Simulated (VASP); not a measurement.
# TiB2 (P6/mmm) in VASP: a series of runs, part 2 of 2

VASP 6.6.1. Earlier steps stand in the parts before.

## (3) Relaxation of cell and atoms, PBE

INCAR reads:

```
SYSTEM = TiB2
ALGO     = Normal         ! electronic algorithm
EDIFF    = 1E-6           ! SCF threshold, eV
EDIFFG   = -0.005         ! ionic threshold
ENCUT    = 600            ! plane-wave cutoff, eV
GGA      = PE             ! functional
IBRION   = 2              ! ionic algorithm
ISIF     = 3              ! what is computed and relaxed
ISMEAR   = 0              ! smearing method
LASPH    = .True.         ! aspherical terms in the spheres
LCHARG   = .False.        ! write CHGCAR
LREAL    = .False.        ! projectors in reciprocal space
LWAVE    = .False.        ! write WAVECAR
NELM     = 100            ! most SCF steps
NSW      = 100            ! ionic steps
PREC     = Accurate       ! precision mode
SIGMA    = 0.1            ! smearing width, eV
```

KPOINTS reads:

```
k-points
0
Gamma
  15 15 14
  0 0 0
```

POSCAR reads:

```
TiB2
1.0
    3.0291982016      0.0000000000      0.0000000000
   -1.5145991008      2.6233625957      0.0000000000
    0.0000000000      0.0000000000      3.2284000000
Ti B
1 2
Direct
    0.0000000000      0.0000000000      0.0000000000
    0.3333333333      0.6666666667      0.5000000000
    0.6666666667      0.3333333333      0.5000000000
```

Potentials or basis: VASP PAW PBE potentials, release 64 (Ti_sv, B).

Command:

```bash
> cat potpaw_PBE.64/Ti_sv/POTCAR potpaw_PBE.64/B/POTCAR > POTCAR
> mpirun -np 1 vasp_std > vasp.out
```

OUTCAR:

```text
SYSTEM = TiB2
   EDIFF = 1E-6
   EDIFFG = -0.005
   ENCUT = 600
   GGA = PE
   IBRION = 2
   ISIF = 3
   ISMEAR = 0
   LASPH = .True.
   LREAL = .False.
   NELM = 100
   NSW = 100
   PREC = Accurate

 ion  position               nearest neighbor table
   1  0.000  0.000  0.000-   2 2.38   3 2.38   2 2.38   3 2.38   3 2.38   3 2.38   2 2.38   2 2.38
                             3 2.38   3 2.38   2 2.38   2 2.38
   2  0.333  0.667  0.500-   3 1.75   3 1.75   3 1.75   1 2.38   1 2.38   1 2.38   1 2.38   1 2.38
                             1 2.38
   3  0.667  0.333  0.500-   2 1.75   2 1.75   2 1.75   1 2.38   1 2.38   1 2.38   1 2.38   1 2.38
                             1 2.38

  LATTYP: Found a hexagonal cell.
 ALAT       =     3.0291982016
 C/A-ratio  =     1.0657605693

  Lattice vectors:

 A1 = (   3.0291982016,   0.0000000000,   0.0000000000)
 A2 = (  -1.5145991008,   2.6233625957,   0.0000000000)
 A3 = (   0.0000000000,   0.0000000000,   3.2284000000)

Analysis of symmetry for initial positions (statically):
=====================================================================
 Subroutine PRICEL returns:
 Original cell was already a primitive cell.

 Routine SETGRP: Setting up the symmetry group for a
 hexagonal supercell.

 Subroutine GETGRP returns: Found 24 space group operations
 (whereof 24 operations were pure point group operations)
 out of a pool of 24 trial point group operations.

The static configuration has the point symmetry D_6h.

Analysis of symmetry for dynamics (positions and initial velocities):
[... 198 lines left out ...]

 number of electron      18.0000001 magnetization

 E-fermi :   9.9947     XC(G=0): -12.7552

 val. band max:        9.9516102345   @ k =   0.2667   0.2000   0.0000
 cond. band min:       9.9952114083   @ k =   0.2000   0.2000   0.1429
 fundamental gap:      0.0436011738
 Fermi energy:         9.9947135447

 k-point     1 :       0.0000    0.0000    0.0000
  band No.  band energies     occupation
      1     -46.9934      2.00000
      2     -23.3448      2.00000
      3     -23.0334      2.00000
      4     -23.0334      2.00000
      5      -3.5210      2.00000
      6       7.3552      2.00000
      7       7.3552      2.00000
      8       7.6687      2.00000
      9       7.8674      2.00000
     10      11.8493      0.00000
     11      11.8493      0.00000
     12      13.6201      0.00000
     13      13.6201      0.00000
[... 441 lines left out ...]
--------------------------------------- Ionic step        4  -------------------------------------------

 number of electron      18.0000002 magnetization

 Free energy of the ion-electron system (eV)
  ---------------------------------------------------
  ext. energy  EPLUGINS =         0.00000000
  ---------------------------------------------------
  free energy    TOTEN  =       -24.43214494 eV

  energy without entropy =      -24.43026134  energy(sigma->0) =      -24.43120314

 E-fermi :  10.0171     XC(G=0): -12.7649

 val. band max:        9.9739262899   @ k =   0.2667   0.2000   0.0000
 cond. band min:      10.0175029211   @ k =   0.2000   0.2000   0.1429
 fundamental gap:      0.0435766312
 Fermi energy:        10.0171167930

 k-point     1 :       0.0000    0.0000    0.0000
  band No.  band energies     occupation
      1     -46.9662      2.00000
      2     -23.3183      2.00000
      3     -23.0055      2.00000
      4     -23.0055      2.00000
      5      -3.5097      2.00000
      6       7.3735      2.00000
      7       7.3735      2.00000
      8       7.6900      2.00000
      9       7.8846      2.00000
     10      11.8773      0.00000
     11      11.8773      0.00000
     12      13.6518      0.00000
     13      13.6518      0.00000
[... 398 lines left out ...]
  FREE ENERGIE OF THE ION-ELECTRON SYSTEM (eV)
  ---------------------------------------------------
  free  energy   TOTEN  =       -24.4321449375 eV

  energy  without entropy=      -24.4302613417  energy(sigma->0) =      -24.43120314

 reached required accuracy - stopping structural energy minimisation
```

OSZICAR:

```text
N       E                     dE             d eps       ncg     rms          rms(c)
DAV:   1     0.137076283014E+03    0.13708E+03   -0.10256E+04  5616   0.176E+03
DAV:   2    -0.187537980108E+02   -0.15583E+03   -0.15177E+03  5746   0.417E+02
DAV:   3    -0.292381800730E+02   -0.10484E+02   -0.10321E+02  8301   0.990E+01
[... 29 lines left out ...]
DAV:   2    -0.244321703415E+02    0.11946E-03   -0.70766E-04  5967   0.399E-01    0.387E-02
DAV:   3    -0.244321449328E+02    0.25409E-04   -0.70298E-05  8256   0.794E-02    0.178E-02
DAV:   4    -0.244321423610E+02    0.25718E-05   -0.26708E-05  8731   0.470E-02    0.793E-03
DAV:   5    -0.244321449330E+02   -0.25720E-05   -0.32601E-06  5850   0.194E-02    0.258E-03
DAV:   6    -0.244321449375E+02   -0.45375E-08   -0.59449E-07  3072   0.666E-03
   4 F= -.24432145E+02 E0= -.24431203E+02  d E =-.189483E-04
```

Wall time 2.3 min (1 thread of AMD EPYC 9R45 (Zen 5), shared host); peak memory 0.19 GiB.

What came out:

| Quantity | Value |
| --- | --- |
| Free energy | -24.4321 eV |
| Relaxed volume | 8.56 Å³/atom |
| Relaxed cell | a = 3.033 Å, b = 3.033 Å, c = 3.224 Å, α = 90.00°, β = 90.00°, γ = 120.00° |
| Space group after relaxing (to 0.05 Å) | P6/mmm (No. 191) |
| Energy gained by relaxing | 0.1 meV/atom |
| Ionic steps | 4 |
| Pressure after relaxing | 0.0 GPa |
| Band gap on the k mesh | zero (band 9 reaches 10.39 eV, above the bottom of band 10 at 9.79 eV) |

The path:
```
step  energy change (eV)  largest force (eV/Å)  pressure (GPa)  volume (Å³)
   1              0.0000                0.0000            0.38        25.66
   2             -0.0001                0.0000           -0.41        25.73
   3             -0.0001                0.0000           -0.17        25.70
   4             -0.0002                0.0000            0.02        25.68
```

Final structure:
```cif
data_structure
_symmetry_space_group_name_H-M 'P 1'
_symmetry_Int_Tables_number 1
_cell_length_a 3.0327
_cell_length_b 3.0327
_cell_length_c 3.2238
_cell_angle_alpha 90.000
_cell_angle_beta 90.000
_cell_angle_gamma 120.000
_cell_volume 25.68
loop_
_atom_site_label
_atom_site_type_symbol
_atom_site_fract_x
_atom_site_fract_y
_atom_site_fract_z
_atom_site_occupancy
Ti1 Ti 0.00000 0.00000 0.00000 1
B1 B 0.33333 0.66667 0.50000 1
B2 B 0.66667 0.33333 0.50000 1
```

Levels at points of the mesh, in eV from the Fermi level:
```
           k point  band 5  band 6  band 7  band 8  band 9  band 10  band 11  band 12  band 13
(0.00, 0.00, 0.00)  -13.53   -2.64   -2.64   -2.33   -2.13     1.86     1.86     3.63     3.63
(0.00, 0.00, 0.50)  -11.60   -7.63   -0.59   -0.59   -0.22    -0.22     0.41     0.41     1.63
```
